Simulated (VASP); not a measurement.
Write the native input for VASP 6.6.1 that does the following.

```yaml
Task: single point
Functional: PBE
Potentials_or_basis: VASP PAW PBE potentials, release 64 (Tc_pv, N)
Cutoff: 520 eV
k_mesh: 8 × 8 × 8
Occupations: methfessel-paxton, width 0.1 eV
Spin: no spin polarisation
Dipole_correction: no
Further_INCAR_settings: ALGO = Normal; EDIFF = 1e-06; NBANDS = 18
```

The structure of TcN2 lies in POSCAR:

```
TcN2
1.0
    0.0000000000      2.4767178074      2.4767178074
    2.4767178074      0.0000000000      2.4767178074
    2.4767178074      2.4767178074      0.0000000000
Tc N
1 2
Direct
    0.0000000000      0.0000000000      0.0000000000
    0.7500000000      0.7500000000      0.7500000000
    0.2500000000      0.2500000000      0.2500000000
```

One way to write it, as run:

INCAR

```
  ALGO = Normal
  EDIFF = 1E-6
  ENCUT = 520
  GGA = PE
  ISIF = 2
  ISMEAR = 1
  LASPH = True
  LCHARG = True
  LELF = True
  LREAL = False
  LVHAR = True
  LWAVE = False
  NBANDS = 18
  NELM = 100
  PREC = Accurate
  SIGMA = 0.1
```

KPOINTS

```
k-points
0
Gamma
  8 8 8
```

Potentials or basis: VASP PAW PBE potentials, release 64 (Tc_pv, N).

Run with:

```sh
$ cat potpaw_PBE.64/Tc_pv/POTCAR potpaw_PBE.64/N/POTCAR > POTCAR
$ mpirun -np 1 vasp_std > vasp.out
```

It gave:

```json
{"Pressure": "-15.6 GPa"}
```

It took 38 s on 1 thread of Intel(R) Xeon(R) Platinum 8375C CPU @ 2.90GHz (Ice Lake), on a shared host, peak memory 0.16 GiB.
